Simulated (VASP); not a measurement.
# Re2B3 (R-3m) in VASP: single point with PBE

Aim: the single point of Re2B3 with PBE.

All numbers are computed with VASP 6.6.1; they aren't measurements. Logs are shortened: lines on timing, memory, paths and dates and some standing lists are left out, and cuts for length are marked.

## (1) The cell of the first run

Symmetry: R-3m, No. 166, trigonal system. The conventional cell has a = 3.039 Å, b = 3.039 Å, c = 17.811 Å, α = 90.00°, β = 90.00°, γ = 120.00°. Re (site symmetry 3m) has 9 B at 2.24 to 2.43 Å within 3.0 Å. B (site symmetry -3m) has 6 Re at 2.24 Å and 2 B at 2.86 Å within 3.0 Å. Within 2.3 Å of B (site symmetry 3m) lie 3 B at 1.77 Å and 3 Re at 2.28 Å.

## (2) Single point, PBE

The input, INCAR:

```
SYSTEM = Re2B3
PREC = Accurate ; ENCUT = 520
EDIFF = 1E-6 ; ISMEAR = 0
SIGMA = 0.1 ; LREAL = .FALSE.
LASPH = .TRUE. ; NELM = 80
ALGO = Normal ; ISIF = 2
LWAVE = .FALSE. ; LCHARG = .FALSE.
GGA = PE ; NBANDS = 20
```

The input, KPOINTS:

```
Automatic mesh
0
G
  12 12 12
  0 0 0
```

The input, POSCAR:

```
Re2B3
1.0
    1.5194075123      0.8772303362      5.9369370958
   -1.5194075123      0.8772303362      5.9369370958
    0.0000000000     -1.7544606725      5.9369370958
Re B
2 3
Direct
    0.4117960176      0.4117960176      0.4117960176
    0.5882039824      0.5882039824      0.5882039824
    0.0000000000      0.0000000000      0.0000000000
    0.1606204291      0.1606204291      0.1606204291
    0.8393795709      0.8393795709      0.8393795709
```

Potentials or basis: VASP PAW PBE potentials, release 64 (Re, B).

Started as:

```console
cat potpaw_PBE.64/Re/POTCAR potpaw_PBE.64/B/POTCAR > POTCAR
mpirun -np 1 vasp_std > vasp.out
```

OUTCAR:

```text
SYSTEM = Re2B3
   PREC = Accurate
   ENCUT = 520
   EDIFF = 1E-6
   ISMEAR = 0
   LREAL = .FALSE.
   LASPH = .TRUE.
   NELM = 80
   ISIF = 2
   GGA = PE

 ion  position               nearest neighbor table
   1  0.412  0.412  0.412-   3 2.24   3 2.24   3 2.24   4 2.28   4 2.28   4 2.28   5 2.43   5 2.43
                             5 2.43   2 3.14   2 3.30   2 3.30   2 3.30
   2  0.588  0.588  0.588-   3 2.24   3 2.24   3 2.24   5 2.28   5 2.28   5 2.28   4 2.43   4 2.43
                             4 2.43   1 3.14   1 3.30   1 3.30   1 3.30
   3  0.000  0.000  0.000-   2 2.24   1 2.24   2 2.24   2 2.24   1 2.24   1 2.24
   4  0.161  0.161  0.161-   5 1.77   5 1.77   5 1.77   1 2.28   1 2.28   1 2.28   2 2.43   2 2.43
                             2 2.43
   5  0.839  0.839  0.839-   4 1.77   4 1.77   4 1.77   2 2.28   2 2.28   2 2.28   1 2.43   1 2.43
                             1 2.43

  LATTYP: Found a trigonal (rhomboedric) cell.
 ALAT       =     6.1907474775
 COS(alpha) =     0.8795262703

  Lattice vectors:

 A1 = (   1.5194075123,   0.8772303362,   5.9369370958)
 A2 = (  -1.5194075123,   0.8772303362,   5.9369370958)
 A3 = (   0.0000000000,  -1.7544606725,   5.9369370958)

Analysis of symmetry for initial positions (statically):
=====================================================================
 Subroutine PRICEL returns:
 Original cell was already a primitive cell.

 Routine SETGRP: Setting up the symmetry group for a
 trigonal (rhombohedral) supercell.

 Subroutine GETGRP returns: Found 12 space group operations
 (whereof 12 operations were pure point group operations)
 out of a pool of 12 trial point group operations.

The static configuration has the point symmetry D_3d.

Analysis of symmetry for dynamics (positions and initial velocities):
=====================================================================
 Subroutine PRICEL returns:
 Original cell was already a primitive cell.

 Routine SETGRP: Setting up the symmetry group for a
 trigonal (rhombohedral) supercell.

 Subroutine GETGRP returns: Found 12 space group operations
 (whereof 12 operations were pure point group operations)
 out of a pool of 12 trial point group operations.

The dynamic configuration has the point symmetry D_3d.

 Subroutine INISYM returns: Found 12 space group operations
 (whereof 12 operations are pure point group operations),
 and found     1 'primitive' translations

----------------------------------------------------------------------------------------

                                     Primitive cell

  volume of cell :      47.4790

  direct lattice vectors                    reciprocal lattice vectors
     1.519407512  0.877230336  5.936937096     0.329075640  0.189991910  0.056145674
    -1.519407512  0.877230336  5.936937096    -0.329075640  0.189991910  0.056145674
     0.000000000 -1.754460673  5.936937096     0.000000000 -0.379983819  0.056145674

  length of vectors
     6.190747478  6.190747478  6.190747478     0.384109411  0.384109411  0.384109411

  position of ions in fractional coordinates (direct lattice)
     0.411796018  0.411796018  0.411796018
     0.588203982  0.588203982  0.588203982
     0.000000000  0.000000000  0.000000000
     0.160620429  0.160620429  0.160620429
     0.839379571  0.839379571  0.839379571

  ion indices of the primitive-cell ions
   primitive index   ion index
                 1           1
                 2           2
                 3           3
                 4           4
                 5           5

----------------------------------------------------------------------------------------

 KPOINTS: Automatic mesh

Automatic generation of k-mesh.
 Grid dimensions read from file:
 generate k-points for:   12   12   12

 Generating k-lattice:

  Cartesian coordinates                     Fractional coordinates (reciprocal lattice)
     0.027422970  0.015832659  0.004678806     0.083333333 -0.000000000  0.000000000
    -0.027422970  0.015832659  0.004678806    -0.000000000  0.083333333  0.000000000
     0.000000000 -0.031665318  0.004678806     0.000000000  0.000000000  0.083333333

  Length of vectors
     0.032009118  0.032009118  0.032009118

  Shift w.r.t. Gamma in fractional coordinates (k-lattice)
     0.000000000  0.000000000  0.000000000

 Subroutine IBZKPT returns following result:
 ===========================================

 Found    189 irreducible k-points:

 Following reciprocal coordinates:
            Coordinates               Weight
  0.000000  0.000000  0.000000      1.000000
  0.083333 -0.000000  0.000000      6.000000
  0.166667 -0.000000  0.000000      6.000000
  0.250000 -0.000000  0.000000      6.000000
  0.333333 -0.000000  0.000000      6.000000
  0.416667  0.000000  0.000000      6.000000
[... 16 lines left out ...]
  0.500000  0.166667  0.000000     12.000000
 -0.416667  0.166667 -0.000000     12.000000
 [... further k-points ...]
   k-points           NKPTS =    189   k-points in BZ     NKDIM =    189   number of bands    NBANDS=     20
   number of dos      NEDOS =    301   number of ions     NIONS =      5
   total plane-waves  NPLWV = 110592
   dimension x,y,z NGX =    48 NGY =   48 NGZ =   48
   dimension x,y,z NGXF=    96 NGYF=   96 NGZF=   96
   ions per type =               2   3
   NGX,Y,Z   is equivalent  to a cutoff of  12.89, 12.89, 12.89 a.u.
   NGXF,Y,Z  is equivalent  to a cutoff of  25.78, 25.78, 25.78 a.u.
 SYSTEM =  Re2B3
   PREC   = accura    normal or accurate (medium, high low for compatibility)
   ISTART =      0    job   : 0-new  1-cont  2-samecut
   ICHARG =      2    charge: 1-file 2-atom 10-const
   ISPIN  =      1    spin polarized calculation?
   LNONCOLLINEAR =      F non collinear calculations
   LSORBIT =      F    spin-orbit coupling
   LASPH  =      T    aspherical Exc in radial PAW
   ENCUT  =  520.0 eV  38.22 Ry    6.18 a.u.  11.51 11.51 11.51*2*pi/ulx,y,z
   NELM   =     80;   NELMIN=  2; NELMDL= -5     # of ELM steps
   EDIFF  = 0.1E-05   stopping-criterion for ELM
   LREAL  =      F    real-space projection
   EDIFFG = 0.1E-04   stopping-criterion for IOM
   NSW    =      0    number of steps for IOM
   IBRION =     -1    ionic relax: 0-MD 1-quasi-New 2-CG
   NFREE  =      0    steps in history (QN), initial steepest desc. (CG)
   ISIF   =      2    stress and relaxation
   ISYM   =      2    0-nonsym 1-usesym 2-fastsym
   POTIM  = 0.5000    time-step for ionic-motion
   TEBEG  =    0.0;   TEEND  =   0.0 temperature during run
   PSTRESS=    0.0 pullay stress
   NELECT =      23.0000    total number of electrons
   NUPDOWN=      -1.0000    fix difference up-down
   EMIN   =  10.00;   EMAX   =-10.00  energy-range for DOS
   EFERMI =   0.00;   METHOD = LEGACY
   ISMEAR =     0;   SIGMA  =   0.10  broadening in eV -4-tet -1-fermi 0-gaus
   EFERMI_NEDOS =   21; number of points for ismear=-14 and -15
   IALGO  =     38    algorithm
   IMIX   =      4    mixing-type and parameters
     AMIX     =   0.40;   BMIX     =  1.00
     AMIX_MAG =   1.60;   BMIX_MAG =  1.00
  volume/ion in A,a.u.               =       9.50        64.08
  Fermi-wavevector in a.u.,A,eV,Ry     =   1.285731  2.429680 22.491861  1.653105
  Thomas-Fermi vector in A             =   2.417848
   LORBIT       =      0    0 simple, 1 ext, 2 COOP (PROOUT), +10 PAW based schemes
   GGA     = PE    functional components
   LHFCALC =     F    Hartree Fock is set to
   AEXX    =    0.0000 exact exchange contribution
   IVDW    =     0    specifies the selected vdW correction
   LEPSILON=     F    determine dielectric tensor
   LRPA    =     F    only Hartree local field effects (RPA)
 non-spin polarized calculation
 Gauss-broadening in eV      SIGMA  =   0.10
  energy-cutoff  :      520.00
  volume of cell :       47.48
 maximum number of plane-waves:      1300
 NGX is ok and might be reduce to    48
   NGX = 23   NGY = 23   NGZ = 23

 number of electron      23.0000000 magnetization

 Free energy of the ion-electron system (eV)
  ---------------------------------------------------
  ext. energy  EPLUGINS =         0.00000000
  ---------------------------------------------------
  free energy    TOTEN  =       -44.31639701 eV

  energy without entropy =      -44.31045675  energy(sigma->0) =      -44.31342688

 E-fermi :   9.3928     XC(G=0): -13.3355

 val. band max:        9.3697452277   @ k =   0.3333   0.2500   0.1667
 cond. band min:       9.3999534004   @ k =   0.3333   0.0833   0.0833
 fundamental gap:      0.0302081727
 Fermi energy:         9.3928295368

 k-point     1 :       0.0000    0.0000    0.0000
  band No.  band energies     occupation
      1      -6.1965      2.00000
      2      -0.9198      2.00000
      3      -0.6363      2.00000
      4       4.3230      2.00000
      5       4.3230      2.00000
      6       4.3728      2.00000
[... 12 lines left out ...]
     19      14.4697      0.00000
     20      15.0190      0.00000

 k-point     2 :       0.0833   -0.0000    0.0000
  band No.  band energies     occupation
      1      -6.0560      2.00000
      2      -0.8453      2.00000
      3      -0.4756      2.00000
      4       3.8613      2.00000
      5       4.1867      2.00000
      6       4.3869      2.00000
[... 12 lines left out ...]
     19      15.0760      0.00000
     20      15.4138      0.00000

 k-point     3 :       0.1667   -0.0000    0.0000
  band No.  band energies     occupation
      1      -5.6508      2.00000
      2      -0.7292      2.00000
      3       0.0532      2.00000
      4       2.8816      2.00000
      5       3.8282      2.00000
      6       4.2901      2.00000
[... 12 lines left out ...]
     19      15.6572      0.00000
     20      16.4076      0.00000

 k-point     4 :       0.2500   -0.0000    0.0000
  band No.  band energies     occupation
      1      -5.0261      2.00000
      2      -0.6558      2.00000
      3       0.7275      2.00000
      4       1.9874      2.00000
      5       3.3817      2.00000
      6       3.8860      2.00000
[... 12 lines left out ...]
     19      15.4080      0.00000
     20      16.4779      0.00000

 k-point     5 :       0.3333   -0.0000    0.0000
  band No.  band energies     occupation
      1      -4.2460      2.00000
      2      -0.8275      2.00000
      3       0.6766      2.00000
      4       2.1271      2.00000
      5       2.9858      2.00000
      6       3.5480      2.00000
[... 12 lines left out ...]
     19      15.4656      0.00000
     20      16.4141      0.00000

 k-point     6 :       0.4167    0.0000    0.0000
  band No.  band energies     occupation
      1      -3.3842      2.00000
      2      -1.4690      2.00000
      3       0.4969      2.00000
      4       2.5895      2.00000
      5       2.7235      2.00000
      6       3.4165      2.00000
[... 12 lines left out ...]
     19      15.1243      0.00000
     20      15.8836      0.00000

 k-point     7 :       0.5000   -0.0000    0.0000
  band No.  band energies     occupation
      1      -2.7049      2.00000
      2      -2.1212      2.00000
      3       0.4773      2.00000
      4       2.6325      2.00000
      5       2.7710      2.00000
      6       3.3765      2.00000
[... 12 lines left out ...]
     19      14.7192      0.00000
     20      15.0729      0.00000
[... 277 lines left out ...]
 k-point    20 :       0.2500    0.1667    0.0000
  band No.  band energies     occupation
      1      -5.2388      2.00000
      2      -0.8278      2.00000
      3       0.7577      2.00000
      4       2.1773      2.00000
      5       3.3242      2.00000
      6       4.1633      2.00000
[... 12 lines left out ...]
     19      15.7332      0.00000
     20      16.2377      0.00000

 k-point    21 :       0.3333    0.1667    0.0000
  band No.  band energies     occupation
      1      -4.6460      2.00000
      2      -0.5795      2.00000
      3       1.1827      2.00000
      4       1.4520      2.00000
      5       2.7398      2.00000
      6       3.8683      2.00000
[... 12 lines left out ...]
     19      15.5855      0.00000
     20      16.4356      0.00000

 k-point    22 :       0.4167    0.1667    0.0000
  band No.  band energies     occupation
      1      -3.9088      2.00000
      2      -0.3778      2.00000
      3       0.3262      2.00000
      4       1.9043      2.00000
      5       2.4537      2.00000
      6       3.6508      2.00000
[... 12 lines left out ...]
     19      16.0923      0.00000
     20      17.0787      0.00000

 k-point    23 :       0.5000    0.1667    0.0000
  band No.  band energies     occupation
      1      -3.0944      2.00000
      2      -1.0208      2.00000
      3       0.3950      2.00000
      4       1.4784      2.00000
      5       2.9158      2.00000
      6       3.7771      2.00000
[... 12 lines left out ...]
     19      16.3925      0.00000
     20      16.9530      0.00000

 k-point    24 :      -0.4167    0.1667   -0.0000
  band No.  band energies     occupation
      1      -2.4400      2.00000
      2      -1.7477      2.00000
      3       0.7553      2.00000
      4       1.0989      2.00000
      5       3.0168      2.00000
      6       3.5705      2.00000
[... 12 lines left out ...]
     19      15.8317      0.00000
     20      16.8604      0.00000

 [... further k-points ...]
[... 5 lines left out ...]
  --------------------------------------------------------------------------------------
  -------------------------------------------------------------------------------------
  Total        0.4805229      0.4805229      0.5674109      0.0000000     -0.0000000      0.0000000
  in kB       16.2152265     16.2152265     19.1472592      0.0000000     -0.0000000      0.0000000
  external PRESSURE =      17.1925707 kB  Pullay stress =       0.0000000 kB

 VOLUME and BASIS-vectors are now :
 -----------------------------------------------------------------------------
  energy-cutoff  :      520.00
  volume of cell :       47.48
      direct lattice vectors                 reciprocal lattice vectors
     1.519407512  0.877230336  5.936937096     0.329075640  0.189991910  0.056145674
    -1.519407512  0.877230336  5.936937096    -0.329075640  0.189991910  0.056145674
     0.000000000 -1.754460673  5.936937096     0.000000000 -0.379983819  0.056145674

 POSITION                                       TOTAL-FORCE (eV/Angst)
 -----------------------------------------------------------------------------------
      0.00000     -0.00000      7.33442         0.000000      0.000000     -0.032677
      0.00000     -0.00000     10.47639         0.000000     -0.000000      0.032677
      0.00000      0.00000      0.00000        -0.000000     -0.000000      0.000000
      0.00000     -0.00000      2.86078         0.000000     -0.000000      0.037194
      0.00000     -0.00000     14.95003         0.000000      0.000000     -0.037194
 -----------------------------------------------------------------------------------
    total drift:                                0.000000      0.000000      0.000000

  FREE ENERGIE OF THE ION-ELECTRON SYSTEM (eV)
  ---------------------------------------------------
  free  energy   TOTEN  =       -44.3163970053 eV

  energy  without entropy=      -44.3104567493  energy(sigma->0) =      -44.31342688
```

Run time: 5.6 min. Hardware: 1 thread of Intel Xeon Platinum 8488C (Sapphire Rapids), shared host; peak memory 0.43 GiB.

Results:

```
Free energy   : -44.3164 eV
Pressure      : 1.7 GPa
Largest force : 0.037 eV/Å
```

Forces on the atoms (eV/Å):
```
Re   0.000  0.000 -0.033
Re   0.000  0.000  0.033
B    0.000  0.000  0.000
B    0.000  0.000  0.037
B    0.000  0.000 -0.037
```

Stress tensor (GPa, compression positive):
```
1.62 0.00 0.00
0.00 1.62 0.00
0.00 0.00 1.91
```

Caveat: spin-orbit coupling is left out, which moves the levels of the heavy elements.
